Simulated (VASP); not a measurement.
# Au (Fm-3m) in VASP: further runs, part 2 of 2

VASP 6.6.1. The steps go on from the part before.

**3. Single point, PBEsol**

This run uses another cell than the first one, of 17.02 Å³/atom, 1.015 times its volume.

INCAR

```
SYSTEM = Au
PREC = Accurate ; ENCUT = 520
EDIFF = 1E-6 ; ISMEAR = -1
SIGMA = 0.05 ; LREAL = .False.
LASPH = .True. ; NELM = 80
ALGO = Normal ; ISIF = 2
LWAVE = .False. ; LCHARG = .False.
GGA = PS ; NBANDS = 12
```

KPOINTS

```
regular mesh
0
Gamma
  18 18 18
  0 0 0
```

POSCAR

```
Au
1.0
    0.0000000000      2.0417894882      2.0417894882
    2.0417894882      0.0000000000      2.0417894882
    2.0417894882      2.0417894882      0.0000000000
Au
1
Direct
    0.0000000000      0.0000000000      0.0000000000
```

Potentials or basis: VASP PAW PBE potentials, release 64 (Au).

The run is started by

```
cat potpaw_PBE.64/Au/POTCAR > POTCAR
mpirun -np 1 vasp_std > vasp.out
```

OUTCAR:

```text
SYSTEM = Au
   PREC = Accurate
   ENCUT = 520
   EDIFF = 1E-6
   ISMEAR = -1
   LREAL = .False.
   LASPH = .True.
   NELM = 80
   ISIF = 2
   GGA = PS

 ion  position               nearest neighbor table
   1  0.000  0.000  0.000-

  LATTYP: Found a face centered cubic cell.
 ALAT       =     4.0835789764

  Lattice vectors:

 A1 = (   0.0000000000,   2.0417894882,   2.0417894882)
 A2 = (   2.0417894882,   0.0000000000,   2.0417894882)
 A3 = (   2.0417894882,   2.0417894882,   0.0000000000)

Analysis of symmetry for initial positions (statically):
=====================================================================
 Subroutine PRICEL returns:
 Original cell was already a primitive cell.

 Routine SETGRP: Setting up the symmetry group for a
 face centered cubic supercell.

 Subroutine GETGRP returns: Found 48 space group operations
[... 9 lines left out ...]

 Routine SETGRP: Setting up the symmetry group for a
 face centered cubic supercell.

 Subroutine GETGRP returns: Found 48 space group operations
[... 11 lines left out ...]
                                     Primitive cell

  volume of cell :      17.0241

  direct lattice vectors                    reciprocal lattice vectors
[... 136 lines left out ...]
 cond. band min:       9.2701370875   @ k =   0.5000   0.2778   0.1111
 fundamental gap:      0.0071134446
 Fermi energy:         9.2675551862

 k-point     1 :       0.0000    0.0000    0.0000
  band No.  band energies     occupation
      1      -0.6362      2.00000
      2       4.6123      2.00000
      3       4.6123      2.00000
      4       4.6123      2.00000
      5       6.1452      2.00000
      6       6.1452      2.00000
      7      23.7940      0.00000
      8      27.7945      0.00000
      9      27.7945      0.00000
     10      27.7945      0.00000
     11      32.6641      0.00000
     12      37.3396      0.00000
[... 331 lines left out ...]
 k-point    24 :      -0.2222    0.0556    0.0000
  band No.  band energies     occupation
      1       1.1678      2.00000
      2       4.3345      2.00000
      3       4.9190      2.00000
      4       4.9582      2.00000
      5       6.0471      2.00000
      6       6.5319      2.00000
      7      20.8495      0.00000
      8      24.8820      0.00000
      9      27.8137      0.00000
     10      30.0859      0.00000
     11      30.6941      0.00000
     12      32.1345      0.00000

 [... further k-points ...]
[... 5 lines left out ...]
  --------------------------------------------------------------------------------------
  -------------------------------------------------------------------------------------
  Total       -0.0302719     -0.0302719     -0.0302719      0.0000000      0.0000000      0.0000000
  in kB       -2.8489703     -2.8489703     -2.8489703      0.0000000      0.0000000      0.0000000
  external PRESSURE =      -2.8489703 kB  Pullay stress =       0.0000000 kB

 VOLUME and BASIS-vectors are now :
 -----------------------------------------------------------------------------
  energy-cutoff  :      520.00
  volume of cell :       17.02
      direct lattice vectors                 reciprocal lattice vectors
     0.000000000  2.041789488  2.041789488    -0.244883228  0.244883228  0.244883228
     2.041789488  0.000000000  2.041789488     0.244883228 -0.244883228  0.244883228
     2.041789488  2.041789488  0.000000000     0.244883228  0.244883228 -0.244883228

 POSITION                                       TOTAL-FORCE (eV/Angst)
 -----------------------------------------------------------------------------------
      0.00000      0.00000      0.00000        -0.000000      0.000000      0.000000
 -----------------------------------------------------------------------------------
    total drift:                               -0.000000      0.000000      0.000000

  FREE ENERGIE OF THE ION-ELECTRON SYSTEM (eV)
  ---------------------------------------------------
  free  energy   TOTEN  =        -3.9255244235 eV

  energy  without entropy=       -3.9232464204  energy(sigma->0) =       -3.92438542
```

OSZICAR:

```text
N       E                     dE             d eps       ncg     rms          rms(c)
DAV:   1     0.498830794924E+02    0.49883E+02   -0.56224E+03  4864   0.820E+02
DAV:   2    -0.355263485155E+01   -0.53436E+02   -0.50445E+02  5496   0.188E+02
DAV:   3    -0.426151711699E+01   -0.70888E+00   -0.70825E+00  5652   0.209E+01
DAV:   4    -0.426381543902E+01   -0.22983E-02   -0.22982E-02  5588   0.137E+00
DAV:   5    -0.426383176352E+01   -0.16324E-04   -0.16325E-04  5824   0.110E-01    0.963E+00
DAV:   6    -0.395119024068E+01    0.31264E+00   -0.84587E-01  5020   0.738E+00    0.595E+00
DAV:   7    -0.392851733660E+01    0.22673E-01   -0.73077E-02  5576   0.215E+00    0.287E+00
DAV:   8    -0.392553809066E+01    0.29792E-02   -0.17617E-03  5264   0.392E-01    0.308E-01
DAV:   9    -0.392552156182E+01    0.16529E-04   -0.10186E-05  5660   0.294E-02    0.102E-02
DAV:  10    -0.392552439457E+01   -0.28328E-05   -0.11689E-06  5524   0.856E-03    0.894E-04
DAV:  11    -0.392552442348E+01   -0.28905E-07   -0.58773E-08  3060   0.201E-03
   1 F= -.39255244E+01 E0= -.39243854E+01  d E =-.227800E-02
```

Wall time 21 s (1 thread of Intel Xeon 6975P-C, shared host); peak memory 0.17 GiB.

What came out:

```yaml
Free_energy: -3.9255 eV
Pressure: -0.3 GPa
```

Levels at points of the mesh, in eV from the Fermi level:
| k point | band 4 | band 5 | band 6 | band 7 | band 8 | band 9 |
| --- | --- | --- | --- | --- | --- | --- |
| (0.00, 0.00, 0.00) | -4.66 | -3.12 | -3.12 | 14.53 | 18.53 | 18.53 |
| (0.50, 0.00, 0.00) | -1.92 | -1.92 | -1.00 | 3.09 | 13.97 | 17.13 |
| (0.50, 0.50, 0.00) | -1.59 | -1.59 | 0.98 | 5.78 | 9.98 | 9.98 |

Caveat: the PAW data sets were made with another functional, which shifts forces and pressure a little; spin-orbit coupling is left out, which moves the levels of the heavy elements.

**4. Single point, PBEsol**

This run uses another cell than the first one, of 17.28 Å³/atom, 1.030 times its volume.

INCAR

```
ALGO = Normal
EDIFF = 1E-6
ENCUT = 520
GGA = PS
ISIF = 2
ISMEAR = -1
LASPH = T
LCHARG = T
LELF = T
LREAL = F
LVHAR = T
LWAVE = F
NBANDS = 12
NELM = 60
PREC = Accurate
SIGMA = 0.05
```

KPOINTS

```
k-points
0
Gamma
  18 18 18
```

POSCAR

```
Au
1.0
    0.0000000000      2.0519478121      2.0519478121
    2.0519478121      0.0000000000      2.0519478121
    2.0519478121      2.0519478121      0.0000000000
Au
1
Direct
    0.0000000000      0.0000000000      0.0000000000
```

The run is started by

```
cat potpaw_PBE.64/Au/POTCAR > POTCAR
mpirun -np 1 vasp_std > vasp.out
```

Run time: 19 s. Hardware: 1 thread of Intel Xeon 6975P-C, shared host; peak memory 0.17 GiB.

Results (log left out):

```
Free energy : -3.9233 eV
Pressure    : -2.8 GPa
```

Levels at points of the mesh, in eV from the Fermi level:
```tsv
k point	band 3	band 4	band 5	band 6	band 7	band 8	band 9	band 10
(0.00, 0.00, 0.00)	-4.57	-4.57	-3.07	-3.07	14.55	18.47	18.47	18.47
(0.50, 0.00, 0.00)	-4.60	-1.90	-1.90	-0.93	3.02	13.99	17.02	17.02
(0.50, 0.50, 0.00)	-1.94	-1.59	-1.59	1.03	5.67	9.95	9.95	17.05
```

Caveat: the PAW data sets were made with another functional, which shifts forces and pressure a little; spin-orbit coupling is left out, which moves the levels of the heavy elements.

**5. Relaxation of cell and atoms, PBEsol**

This run uses another cell than the first one, of 16.85 Å³/atom, 1.005 times its volume.

INCAR

```
SYSTEM = Au
ALGO = Normal
EDIFF = 1E-6
EDIFFG = -0.01
ENCUT = 600
GGA = PS
IBRION = 2
ISIF = 3
ISMEAR = -1
LASPH = .TRUE.
LCHARG = .FALSE.
LREAL = .FALSE.
LWAVE = .FALSE.
NELM = 60
NSW = 60
PREC = Accurate
SIGMA = 0.05
```

KPOINTS

```
k-points
0
G
  18 18 18
  0 0 0
```

POSCAR

```
Au
1.0
    0.0000000000      2.0350000000      2.0350000000
    2.0350000000      0.0000000000      2.0350000000
    2.0350000000      2.0350000000      0.0000000000
Au
1
Direct
    0.0000000000      0.0000000000      0.0000000000
```

The run is started by

```
cat potpaw_PBE.64/Au/POTCAR > POTCAR
mpirun -np 1 vasp_std > vasp.out
```

It took 29 s on 1 thread of AMD EPYC 9R45 (Zen 5), shared host; peak memory 0.15 GiB.

Results (log left out):

```yaml
Free_energy: -3.9254 eV
Relaxed_volume: 17.01 Å³/atom
Relaxed_cell: a = 2.886 Å, b = 2.886 Å, c = 2.886 Å, α = 60.00°, β = 60.00°, γ = 60.00°
Space_group_after_relaxing_to_0.05_Å: Fm-3m (No. 225)
Energy_gained_by_relaxing: 0.7 meV/atom
Ionic_steps: 3
Pressure_after_relaxing: 0.0 GPa
```

The path:
| step | energy change (eV) | largest force (eV/Å) | pressure (GPa) | volume (Å³) |
| --- | --- | --- | --- | --- |
| 1 | 0.0000 | 0.0000 | 1.60 | 16.85 |
| 2 | 0.0014 | 0.0000 | -2.59 | 17.27 |
| 3 | -0.0007 | 0.0000 | 0.00 | 17.01 |

Final structure:
```xyz
1
Lattice="0.0000 2.0410 2.0410 2.0410 0.0000 2.0410 2.0410 2.0410 0.0000" Properties=species:S:1:pos:R:3 pbc="T T T"
Au    0.0000    0.0000    0.0000
```

Levels at points of the mesh, in eV from the Fermi level:
```tsv
k point	band 3	band 4	band 5	band 6	band 7	band 8	band 9
(0.00, 0.00, 0.00)	-4.66	-4.66	-3.13	-3.13	14.52	18.53	18.53
(0.50, 0.00, 0.00)	-4.70	-1.92	-1.92	-1.01	3.09	13.96	17.14
(0.50, 0.50, 0.00)	-1.96	-1.60	-1.60	0.98	5.79	9.99	9.99
```

Caveat: the PAW data sets were made with another functional, which shifts forces and pressure a little; spin-orbit coupling is left out, which moves the levels of the heavy elements.

**6. Summary**

| task | cell | cutoff (eV) | gap on the mesh (eV) | pressure (GPa) |
| --- | --- | --- | --- | --- |
| single point | a = 2.873 Å, angles 60.0°, 1 atom | 520 | none | 2.5 |
| single point | a = 2.888 Å, angles 60.0°, 1 atom | 520 | none | -0.3 |
| single point | a = 2.902 Å, angles 60.0°, 1 atom | 520 | none | -2.8 |
| relaxation of cell and atoms | relaxed from a = 2.878 Å, angles 60.0°, 1 atom | 600 | none | 0.0 |

Alike in all rows: level PBEsol; potentials or basis VASP PAW PBE potentials, release 64 (Au); no spin polarisation; k mesh 18 × 18 × 18; smearing fermi-dirac 0.05 eV.

Caveats: the PAW data sets were made with another functional, which shifts forces and pressure a little; spin-orbit coupling is left out, which moves the levels of the heavy elements.

Absolute energies hang on the potentials; compare differences alone.
